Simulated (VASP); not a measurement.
Input of a VASP 6.6.1 run:

File INCAR:

```
  ALGO = Normal
  EDIFF = 1E-6
  ENCUT = 520
  GGA = PE
  ISIF = 2
  ISMEAR = 0
  LASPH = True
  LCHARG = False
  LREAL = False
  LWAVE = False
  NBANDS = 28
  NELM = 60
  PREC = Accurate
  SIGMA = 0.1
```

Contents of KPOINTS:

```
k-points
0
Gamma
  12 12 6
```

POSCAR

```
AlAs3
1.0
    5.2755223464      0.0000000000      0.0000000000
   -2.6377611732      4.5687363702      0.0000000000
    0.0000000000      0.0000000000      7.2757227738
Al As
2 6
Direct
    0.6666666667      0.3333333333      0.2500000000
    0.3333333333      0.6666666667      0.7500000000
    0.2743255222      0.2743255222      0.0000000000
    0.7256744778      0.7256744778      0.5000000000
    0.2743255222      0.0000000000      0.5000000000
    0.0000000000      0.7256744778      0.0000000000
    0.7256744778      0.0000000000      0.0000000000
    0.0000000000      0.2743255222      0.5000000000
```

Potentials or basis: VASP PAW PBE potentials, release 64 (Al, As).

Command:

```sh
$ cat potpaw_PBE.64/Al/POTCAR potpaw_PBE.64/As/POTCAR > POTCAR
$ mpirun -np 1 vasp_std > vasp.out
```

Task: What does it give for the pressure?

Result: 0.2 GPa.

Task: Estimate the band gap on the k mesh.

Result: Zero (bands 18 and 19 overlap by 0.67 eV).

Task: What does it give for the largest force?

Result: 0.045 eV/Å.

Forces in eV/Å, atoms in the order of the input:
```
Al   0.000  0.000  0.000
Al   0.000  0.000  0.000
As   0.023  0.039  0.000
As  -0.023 -0.039  0.000
As   0.045  0.000  0.000
As   0.023 -0.039  0.000
As  -0.045  0.000  0.000
As  -0.023  0.039  0.000
```

Caveat: semilocal functionals underestimate gaps, so a narrow gap can read as zero.
